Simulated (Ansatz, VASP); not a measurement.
**One calculation of Ga2O3, two programs**

```xyz
10
Lattice="2.5785 1.4887 4.6301 -2.5785 1.4887 4.6301 0.0000 -2.9774 4.6301" Properties=species:S:1:pos:R:3 pbc="T T T"
Ga    0.0000    0.0000   11.8878
Ga    0.0000    0.0000    4.9427
Ga    0.0000    0.0000    2.0024
Ga    0.0000    0.0000    8.9475
O     1.0152   -1.4887    5.7876
O    -1.7969   -0.1349    5.7876
O    -1.0152    1.4887    8.1026
O    -0.7816   -1.6236    8.1026
O     1.7969    0.1349    8.1026
O     0.7816    1.6236    5.7876
```

Alike in both runs: task single point; functional PBE; k mesh 6 × 6 × 6; no spin polarisation.

|  | VASP | Ansatz |
| --- | --- | --- |
| version | VASP 6.6.1 | Ansatz 0.2.0 |
| potentials or method | VASP PAW PBE potentials, release 64 (Ga_d, O) | plane waves, PAW |
| plane-wave cutoff (eV) | 520 | 420 |
| occupations | gaussian, width 0.01 eV | fixed |
| valence electrons in the cell | 88 | 88 |

```csv
,VASP,Ansatz,Ansatz less VASP
gap on the k mesh at the Fermi level (eV),1.81,1.82,+0.010
pressure (GPa),-9.4,-10.2,-0.79
"traceless stress, the component that is largest in VASP (GPa)",0.78,0.87,+0.095
rms of the force components (eV/Å),0.004,0.002,-0.0027
```

Atom by atom the forces differ by 0.003 eV/Å (rms over components).
